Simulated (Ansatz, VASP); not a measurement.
# MgO: VASP beside Ansatz

The input INCAR:

```
SYSTEM = MgO
PREC = Accurate
ENCUT = 840
EDIFF = 1E-6
ISMEAR = 0
SIGMA = 0.05
LREAL = .False.
LASPH = .True.
NELM = 120
ALGO = Normal
ISIF = 2
LWAVE = .False.
LCHARG = .True.
GGA = PE
LELF = .True.
LVHAR = .True.
NBANDS = 15
GGA_COMPAT = .False.
```

The input KPOINTS:

```
Automatic mesh
0
Gamma
  10 10 10
  0 0 0
```

POSCAR

```
MgO
1.0
    0.0000000000      2.1448745921      2.1448745921
    2.1448745921      0.0000000000      2.1448745921
    2.1448745921      2.1448745921      0.0000000000
Mg O
1 1
Direct
    0.0066530921      0.0066530921     -0.0066530921
    0.4898929056      0.4898929056      0.5101070944
```

Input for Ansatz:

```yaml
crystal:
  lattice:
    - [0.0, 2.1448745921, 2.1448745921]
    - [2.1448745921, 0.0, 2.1448745921]
    - [2.1448745921, 2.1448745921, 0.0]
  atoms:
    - { symbol: Mg, position: [0.0066530921, 0.0066530921, -0.0066530921] }
    - { symbol: O, position: [0.4898929056, 0.4898929056, 0.5101070944] }
basis:
  ecutwfc: 520.0
kpoints:
  mp_grid: { grid: [10, 10, 10] }
hamiltonian:
  xc: pbe
  pseudopotentials: { kind: paw, azcp: { folder: soft_1 } }
scf:
  occupations: { method: gaussian, width: 0.05 }
output:
  forces: true
  stress: true
  eigenvalues: true
```

Change from the starting cell: mode 6 frozen in at -0.043 Å, equal normal strain along x, y and z +0.0083.

Alike in both runs: task single point; functional PBE; k mesh 10 × 10 × 10; occupations gaussian, width 0.05 eV; no spin polarisation.

|  | VASP | Ansatz |
| --- | --- | --- |
| version | VASP 6.6.1 | Ansatz 0.2.0 |
| potentials or method | VASP PAW PBE potentials, release 64 (Mg_sv, O), cutoff 840 eV | scalar-relativistic, plane waves, PAW |
| valence electrons in the cell | 16 | 16 |

```csv
,VASP,Ansatz,Ansatz less VASP
gap on the k mesh at the Fermi level (eV),4.23,4.23,+0.006
least direct gap on the mesh (eV),4.23,4.23,+0.006
pressure (GPa),-3.2,-3.1,+0.07
"traceless stress, the component that is largest in VASP (GPa)",1.00,0.99,-0.011
rms of the force components (eV/Å),0.183,0.179,-0.0036
```

Atom by atom the forces differ by 0.004 eV/Å (rms over components). The functional is the same, so the differences come from potentials, cutoffs and numerics.
